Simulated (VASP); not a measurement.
# HfN in VASP: a series of runs, part 2 of 2

VASP 6.6.1.

## Step 4: Single point, PBEsol

Input file INCAR:

```
SYSTEM = HfN
ALGO     = Normal         ! electronic algorithm
EDIFF    = 1E-7           ! SCF threshold, eV
ENCUT    = 520            ! plane-wave cutoff, eV
GGA      = PS             ! functional
ISIF     = 2              ! what is computed and relaxed
ISMEAR   = -1             ! smearing method
LASPH    = .True.         ! aspherical terms in the spheres
LCHARG   = .False.        ! write CHGCAR
LREAL    = .False.        ! projectors in reciprocal space
LWAVE    = .False.        ! write WAVECAR
NBANDS   = 23             ! bands
NELM     = 100            ! most SCF steps
PREC     = Accurate       ! precision mode
SIGMA    = 0.15           ! smearing width, eV
```

Input file KPOINTS:

```
k-points
0
Gamma
  9 9 5
  0 0 0
```

Input file POSCAR:

```
HfN
1.0
    3.1339080000      0.0000000000      0.0000000000
   -1.5669540000      2.7140440000      0.0000000000
    0.0000000000      0.0000000000      5.4167680000
Hf N
2 2
Direct
    0.6666666667      0.3333333333      0.7500000000
    0.3333333333      0.6666666667      0.2500000000
    0.0000000000      0.0000000000     -0.0018461193
    0.0000000000      0.0000000000      0.5000000000
```

Potentials or basis: VASP PAW PBE potentials, release 64 (Hf_pv, N).

Launch:

```bash
> cat potpaw_PBE.64/Hf_pv/POTCAR potpaw_PBE.64/N/POTCAR > POTCAR
> mpirun -np 1 vasp_std > vasp.out
```

OUTCAR:

```text
SYSTEM = HfN
   EDIFF = 1E-7
   ENCUT = 520
   GGA = PS
   ISIF = 2
   ISMEAR = -1
   LASPH = .True.
   LREAL = .False.
   NELM = 100
   PREC = Accurate

 ion  position               nearest neighbor table
   1  0.667  0.333  0.750-   3 2.25   3 2.25   3 2.25   4 2.26   4 2.26   4 2.26   2 3.26   2 3.26
                             2 3.26   2 3.26   2 3.26   2 3.26
   2  0.333  0.667  0.250-   4 2.26   4 2.26   4 2.26   3 2.27   3 2.27   3 2.27   1 3.26   1 3.26
                             1 3.26   1 3.26   1 3.26   1 3.26
   3  0.000  0.000  0.998-   1 2.25   1 2.25   1 2.25   2 2.27   2 2.27   2 2.27
   4  0.000  0.000  0.500-   1 2.26   2 2.26   1 2.26   2 2.26   1 2.26   2 2.26

  LATTYP: Found a hexagonal cell.
 ALAT       =     3.1339080000
 C/A-ratio  =     1.7284387417

  Lattice vectors:

 A1 = (   3.1339080000,   0.0000000000,   0.0000000000)
 A2 = (  -1.5669540000,   2.7140440000,   0.0000000000)
 A3 = (   0.0000000000,   0.0000000000,   5.4167680000)

Analysis of symmetry for initial positions (statically):
=====================================================================
 Subroutine PRICEL returns:
 Original cell was already a primitive cell.

 Routine SETGRP: Setting up the symmetry group for a
 hexagonal supercell.

 Subroutine GETGRP returns: Found  6 space group operations
 (whereof  6 operations were pure point group operations)
 out of a pool of 24 trial point group operations.

The static configuration has the point symmetry C_3v.

Analysis of symmetry for dynamics (positions and initial velocities):
=====================================================================
 Subroutine PRICEL returns:
 Original cell was already a primitive cell.

 Routine SETGRP: Setting up the symmetry group for a
 hexagonal supercell.

 Subroutine GETGRP returns: Found  6 space group operations
 (whereof  6 operations were pure point group operations)
 out of a pool of 24 trial point group operations.
[... 116 lines left out ...]
   NELECT =      30.0000    total number of electrons
   NUPDOWN=      -1.0000    fix difference up-down
   EMIN   =  10.00;   EMAX   =-10.00  energy-range for DOS
   EFERMI =   0.00;   METHOD = LEGACY
   ISMEAR =    -1;   SIGMA  =   0.15  broadening in eV -4-tet -1-fermi 0-gaus
   EFERMI_NEDOS =   21; number of points for ismear=-14 and -15
   IALGO  =     38    algorithm
   IMIX   =      4    mixing-type and parameters
     AMIX     =   0.40;   BMIX     =  1.00
     AMIX_MAG =   1.60;   BMIX_MAG =  1.00
  volume/ion in A,a.u.               =      11.52        77.73
  Fermi-wavevector in a.u.,A,eV,Ry     =   1.418951  2.681429 27.394277  2.013423
  Thomas-Fermi vector in A             =   2.540023
   LORBIT       =      0    0 simple, 1 ext, 2 COOP (PROOUT), +10 PAW based schemes
   GGA     = PS    functional components
   LHFCALC =     F    Hartree Fock is set to
   AEXX    =    0.0000 exact exchange contribution
   IVDW    =     0    specifies the selected vdW correction
   LEPSILON=     F    determine dielectric tensor
   LRPA    =     F    only Hartree local field effects (RPA)
 non-spin polarized calculation
  energy-cutoff  :      520.00
  volume of cell :       46.07
 maximum number of plane-waves:      1275
   NGX = 11   NGY = 11   NGZ = 21

 number of electron      30.0000000 magnetization

 Free energy of the ion-electron system (eV)
  ---------------------------------------------------
  ext. energy  EPLUGINS =         0.00000000
  ---------------------------------------------------
  free energy    TOTEN  =       -45.89074693 eV

  energy without entropy =      -45.81559875  energy(sigma->0) =      -45.85317284

 E-fermi :   7.7619     XC(G=0): -12.9032

 val. band max:        7.6105428930   @ k =   0.1111   0.0000   0.2000
 cond. band min:       7.8027490659   @ k =   0.0000   0.3333   0.4000
 fundamental gap:      0.1922061729
 Fermi energy:         7.7618808180

 k-point     1 :       0.0000    0.0000    0.0000
  band No.  band energies     occupation
      1     -23.8797      2.00000
      2     -23.0083      2.00000
      3     -22.9059      2.00000
      4     -22.9059      2.00000
      5     -22.8436      2.00000
      6     -22.8436      2.00000
[... 613 lines left out ...]
     22      13.3543      0.00000
     23      13.7470      0.00000

 [... further k-points ...]
[... 5 lines left out ...]
  --------------------------------------------------------------------------------------
  -------------------------------------------------------------------------------------
  Total       -1.2578076     -1.2578077     -1.2498450      0.0000000      0.0000000     -0.0000000
  in kB      -43.7402692    -43.7402711    -43.4633675      0.0000000      0.0000000     -0.0000000
  external PRESSURE =     -43.6479693 kB  Pullay stress =       0.0000000 kB

 VOLUME and BASIS-vectors are now :
 -----------------------------------------------------------------------------
  energy-cutoff  :      520.00
  volume of cell :       46.07
      direct lattice vectors                 reciprocal lattice vectors
     3.133908000  0.000000000  0.000000000     0.319090414  0.184226932  0.000000000
    -1.566954000  2.714044000  0.000000000     0.000000000  0.368453864  0.000000000
     0.000000000  0.000000000  5.416768000     0.000000000  0.000000000  0.184611931

 POSITION                                       TOTAL-FORCE (eV/Angst)
 -----------------------------------------------------------------------------------
      1.56695      0.90468      4.06258        -0.000000     -0.000000     -0.050809
     -0.00000      1.80936      1.35419         0.000000      0.000000     -0.049715
      0.00000      0.00000      5.40677        -0.000000      0.000000      0.159348
      0.00000      0.00000      2.70838        -0.000000      0.000000     -0.058824
 -----------------------------------------------------------------------------------
    total drift:                               -0.000000     -0.000000      0.000204

  FREE ENERGIE OF THE ION-ELECTRON SYSTEM (eV)
  ---------------------------------------------------
  free  energy   TOTEN  =       -45.8907469332 eV

  energy  without entropy=      -45.8155987547  energy(sigma->0) =      -45.85317284
```

Wall time 20 s (1 thread of Intel Xeon 6975P-C (Granite Rapids), shared host); peak memory 0.19 GiB.

What came out:

```yaml
Free_energy: -45.8907 eV
Pressure: -4.4 GPa
Largest_force: 0.159 eV/Å
Band_gap_on_the_k_mesh: zero (band 15 reaches 9.19 eV, above the bottom of band 16 at 7.52 eV)
```

Forces on the atoms (eV/Å):
```
Hf   0.000  0.000 -0.051
Hf   0.000  0.000 -0.050
N    0.000  0.000  0.159
N    0.000  0.000 -0.059
```

Levels at points of the mesh, in eV from the Fermi level:
```tsv
k point	band 11	band 12	band 13	band 14	band 15	band 16	band 17	band 18	band 19	band 20
(0.00, 0.00, 0.00)	-4.72	-3.57	-3.57	-1.71	-0.63	0.71	0.71	1.05	1.83	1.83
```

Caveat: the PAW data sets were made with another functional, which shifts forces and pressure a little; spin-orbit coupling is left out, which moves the levels of the heavy elements.

## Step 5: Single point, PBEsol

Input file INCAR:

```
ALGO = Normal ; EDIFF = 1E-7
ENCUT = 520 ; GGA = PS
ISIF = 2 ; ISMEAR = -1
LASPH = T ; LCHARG = F
LREAL = F ; LWAVE = F
NBANDS = 23 ; NELM = 100
PREC = Accurate ; SIGMA = 0.15
```

Input file KPOINTS:

```
k-points
0
Gamma
  9 9 5
```

Edit POSCAR of step 4 so:

```diff
@@ -10,3 +10,3 @@
     0.3333333333      0.6666666667      0.2500000000
-    0.0000000000      0.0000000000     -0.0018461193
+    0.0000000000      0.0000000000      0.0018461193
     0.0000000000      0.0000000000      0.5000000000
```

Potentials or basis: VASP PAW PBE potentials, release 64 (Hf_pv, N).

Launch:

```bash
> cat potpaw_PBE.64/Hf_pv/POTCAR potpaw_PBE.64/N/POTCAR > POTCAR
> mpirun -np 1 vasp_std > vasp.out
```

OUTCAR:

```text
EDIFF = 1E-7
   ENCUT = 520
   GGA = PS
   ISIF = 2
   ISMEAR = -1
   LASPH = T
   LREAL = F
   NELM = 100
   PREC = Accurate

 ion  position               nearest neighbor table
   1  0.667  0.333  0.750-   4 2.26   4 2.26   4 2.26   3 2.27   3 2.27   3 2.27   2 3.26   2 3.26
                             2 3.26   2 3.26   2 3.26   2 3.26
   2  0.333  0.667  0.250-   3 2.25   3 2.25   3 2.25   4 2.26   4 2.26   4 2.26   1 3.26   1 3.26
                             1 3.26   1 3.26   1 3.26   1 3.26
   3  0.000  0.000  0.002-   2 2.25   2 2.25   2 2.25   1 2.27   1 2.27   1 2.27
   4  0.000  0.000  0.500-   1 2.26   2 2.26   1 2.26   2 2.26   1 2.26   2 2.26

  LATTYP: Found a hexagonal cell.
 ALAT       =     3.1339080000
 C/A-ratio  =     1.7284387417

  Lattice vectors:

 A1 = (   3.1339080000,   0.0000000000,   0.0000000000)
 A2 = (  -1.5669540000,   2.7140440000,   0.0000000000)
 A3 = (   0.0000000000,   0.0000000000,   5.4167680000)

Analysis of symmetry for initial positions (statically):
=====================================================================
 Subroutine PRICEL returns:
 Original cell was already a primitive cell.

 Routine SETGRP: Setting up the symmetry group for a
 hexagonal supercell.

 Subroutine GETGRP returns: Found  6 space group operations
 (whereof  6 operations were pure point group operations)
 out of a pool of 24 trial point group operations.

The static configuration has the point symmetry C_3v.

Analysis of symmetry for dynamics (positions and initial velocities):
=====================================================================
 Subroutine PRICEL returns:
 Original cell was already a primitive cell.

 Routine SETGRP: Setting up the symmetry group for a
 hexagonal supercell.

 Subroutine GETGRP returns: Found  6 space group operations
 (whereof  6 operations were pure point group operations)
[... 122 lines left out ...]
   EFERMI_NEDOS =   21; number of points for ismear=-14 and -15
   IALGO  =     38    algorithm
   IMIX   =      4    mixing-type and parameters
     AMIX     =   0.40;   BMIX     =  1.00
     AMIX_MAG =   1.60;   BMIX_MAG =  1.00
  volume/ion in A,a.u.               =      11.52        77.73
  Fermi-wavevector in a.u.,A,eV,Ry     =   1.418951  2.681429 27.394277  2.013423
  Thomas-Fermi vector in A             =   2.540023
   LORBIT       =      0    0 simple, 1 ext, 2 COOP (PROOUT), +10 PAW based schemes
   GGA     = PS    functional components
   LHFCALC =     F    Hartree Fock is set to
   AEXX    =    0.0000 exact exchange contribution
   IVDW    =     0    specifies the selected vdW correction
   LEPSILON=     F    determine dielectric tensor
   LRPA    =     F    only Hartree local field effects (RPA)
 non-spin polarized calculation
  energy-cutoff  :      520.00
  volume of cell :       46.07
 maximum number of plane-waves:      1275
   NGX = 11   NGY = 11   NGZ = 21

 number of electron      30.0000000 magnetization

 Free energy of the ion-electron system (eV)
  ---------------------------------------------------
  ext. energy  EPLUGINS =         0.00000000
  ---------------------------------------------------
  free energy    TOTEN  =       -45.89074693 eV

  energy without entropy =      -45.81559875  energy(sigma->0) =      -45.85317284

 E-fermi :   7.7619     XC(G=0): -12.9032

 val. band max:        7.6105438449   @ k =   0.1111   0.0000   0.2000
 cond. band min:       7.8027496089   @ k =   0.0000   0.3333   0.4000
 fundamental gap:      0.1922057640
 Fermi energy:         7.7618813268

 k-point     1 :       0.0000    0.0000    0.0000
  band No.  band energies     occupation
      1     -23.8797      2.00000
      2     -23.0083      2.00000
      3     -22.9059      2.00000
      4     -22.9059      2.00000
      5     -22.8436      2.00000
      6     -22.8436      2.00000
[... 613 lines left out ...]
     22      13.3543      0.00000
     23      13.7470      0.00000

 [... further k-points ...]

------------------------ aborting loop because EDIFF is reached ----------------------------------------

  FORCE on cell =-STRESS in cart. coord.  units (eV):
  Direction    XX          YY          ZZ          XY          YZ          ZX
  --------------------------------------------------------------------------------------
  -------------------------------------------------------------------------------------
  Total       -1.2578468     -1.2578469     -1.2498801      0.0000000      0.0000000      0.0000000
  in kB      -43.7416308    -43.7416327    -43.4645885      0.0000000      0.0000000      0.0000000
  external PRESSURE =     -43.6492840 kB  Pullay stress =       0.0000000 kB

 VOLUME and BASIS-vectors are now :
 -----------------------------------------------------------------------------
  energy-cutoff  :      520.00
  volume of cell :       46.07
      direct lattice vectors                 reciprocal lattice vectors
     3.133908000  0.000000000  0.000000000     0.319090414  0.184226932  0.000000000
    -1.566954000  2.714044000  0.000000000     0.000000000  0.368453864  0.000000000
     0.000000000  0.000000000  5.416768000     0.000000000  0.000000000  0.184611931

 POSITION                                       TOTAL-FORCE (eV/Angst)
 -----------------------------------------------------------------------------------
      1.56695      0.90468      4.06258         0.000000      0.000000      0.049715
     -0.00000      1.80936      1.35419        -0.000000     -0.000000      0.050809
      0.00000      0.00000      0.01000        -0.000000     -0.000000     -0.159342
      0.00000      0.00000      2.70838        -0.000000     -0.000000      0.058819
 -----------------------------------------------------------------------------------
    total drift:                                0.000000      0.000000     -0.000201

  FREE ENERGIE OF THE ION-ELECTRON SYSTEM (eV)
  ---------------------------------------------------
  free  energy   TOTEN  =       -45.8907469314 eV

  energy  without entropy=      -45.8155987507  energy(sigma->0) =      -45.85317284
```

OSZICAR:

```text
N       E                     dE             d eps       ncg     rms          rms(c)
DAV:   1     0.109696425595E+03    0.10970E+03   -0.16525E+04  2300   0.130E+03
DAV:   2    -0.451268898456E+02   -0.15482E+03   -0.14650E+03  2958   0.314E+02
DAV:   3    -0.514260913795E+02   -0.62992E+01   -0.62482E+01  3044   0.506E+01
DAV:   4    -0.514784789752E+02   -0.52388E-01   -0.52349E-01  2631   0.501E+00
DAV:   5    -0.514791026371E+02   -0.62366E-03   -0.62355E-03  3101   0.460E-01    0.755E+01
DAV:   6    -0.460963974117E+02    0.53827E+01   -0.24269E+01  2782   0.254E+01    0.571E+01
DAV:   7    -0.459395259338E+02    0.15687E+00   -0.19250E+00  2700   0.836E+00    0.218E+01
DAV:   8    -0.458989541018E+02    0.40572E-01   -0.16274E-01  3013   0.256E+00    0.341E+00
DAV:   9    -0.458922373976E+02    0.67167E-02   -0.49871E-02  2846   0.133E+00    0.285E+00
DAV:  10    -0.458908012254E+02    0.14362E-02   -0.74904E-03  2840   0.522E-01    0.111E+00
DAV:  11    -0.458908118900E+02   -0.10665E-04   -0.21339E-03  2668   0.273E-01    0.386E-01
DAV:  12    -0.458907682515E+02    0.43638E-04   -0.84453E-05  2693   0.633E-02    0.227E-01
DAV:  13    -0.458907473220E+02    0.20930E-04   -0.11298E-04  2844   0.670E-02    0.658E-02
DAV:  14    -0.458907468758E+02    0.44621E-06   -0.85885E-06  2728   0.200E-02    0.128E-02
DAV:  15    -0.458907469314E+02   -0.55632E-07   -0.27179E-07  2717   0.366E-03
   1 F= -.45890747E+02 E0= -.45853173E+02  d E =-.751482E-01
```

stdout:

```text
POSCAR found type information on POSCAR HfN
 POSCAR found :  2 types and       4 ions
 scaLAPACK will be used
 -----------------------------------------------------------------------------
|                                                                             |
|                                                                             |
|     You enforced a specific xc type in the INCAR file but a different       |
|     I HOPE YOU KNOW WHAT YOU ARE DOING!                                     |
|                                                                             |
 -----------------------------------------------------------------------------

 LDA part: xc-table for (Slater+PW92), standard interpolation
 POSCAR, INCAR and KPOINTS ok, starting setup
 FFT: planning ... GRIDC
 FFT: planning ... GRID_SOFT
 FFT: planning ... GRID
 WAVECAR not read
 entering main loop
```

Run time: 20 s. Hardware: 1 thread of Intel Xeon 6975P-C (Granite Rapids), shared host; peak memory 0.18 GiB.

Results:

* Free energy: -45.8907 eV
* Pressure: -4.4 GPa
* Largest force: 0.159 eV/Å
* Band gap on the k mesh: zero (band 15 reaches 9.19 eV, above the bottom of band 16 at 7.52 eV)

Forces in eV/Å, atoms in the order of the input:
```
Hf   0.000  0.000  0.050
Hf   0.000  0.000  0.051
N    0.000  0.000 -0.159
N    0.000  0.000  0.059
```

Levels at points of the mesh, in eV from the Fermi level:
| k point | band 11 | band 12 | band 13 | band 14 | band 15 | band 16 | band 17 | band 18 | band 19 | band 20 |
| --- | --- | --- | --- | --- | --- | --- | --- | --- | --- | --- |
| (0.00, 0.00, 0.00) | -4.72 | -3.57 | -3.57 | -1.71 | -0.63 | 0.71 | 0.71 | 1.05 | 1.83 | 1.83 |

Caveat: the PAW data sets were made with another functional, which shifts forces and pressure a little; spin-orbit coupling is left out, which moves the levels of the heavy elements.

## Step 6: Single point, PBEsol

Input file INCAR:

```
PREC = Accurate
ENCUT = 520
EDIFF = 1E-6
ISMEAR = -1
SIGMA = 0.15
LREAL = F
LASPH = T
NELM = 100
ALGO = Normal
ISIF = 2
LWAVE = F
LCHARG = T
GGA = PS
LELF = T
LVHAR = T
NBANDS = 23
```

Input file KPOINTS:

```
regular mesh
0
Gamma
  9 9 5
```

Edit POSCAR of step 5 so:

```diff
@@ -10,3 +10,3 @@
     0.3333333333      0.6666666667      0.2500000000
-    0.0000000000      0.0000000000      0.0018461193
+    0.0000000000      0.0000000000      0.0036922386
     0.0000000000      0.0000000000      0.5000000000
```

Potentials or basis: VASP PAW PBE potentials, release 64 (Hf_pv, N).

Launch:

```bash
> cat potpaw_PBE.64/Hf_pv/POTCAR potpaw_PBE.64/N/POTCAR > POTCAR
> mpirun -np 1 vasp_std > vasp.out
```

Run time: 21 s. Hardware: 1 thread of Intel Xeon 6975P-C (Granite Rapids), shared host; peak memory 0.19 GiB.

Results (log left out):

```
Free energy            : -45.8884 eV
Pressure               : -4.3 GPa
Largest force          : 0.319 eV/Å
Band gap on the k mesh : zero (band 15 reaches 9.18 eV, above the bottom of band 16 at 7.52 eV)
```

Forces in eV/Å, atoms in the order of the input:
```
Hf   0.000  0.000  0.098
Hf   0.000  0.000  0.103
N    0.000  0.000 -0.319
N    0.000  0.000  0.118
```

Levels at points of the mesh, in eV from the Fermi level:
```csv
k point,band 13,band 14,band 15,band 16,band 17,band 18
"(0.00, 0.00, 0.00)",-3.58,-1.71,-0.63,0.71,0.71,1.05
```

Caveat: the PAW data sets were made with another functional, which shifts forces and pressure a little; spin-orbit coupling is left out, which moves the levels of the heavy elements.
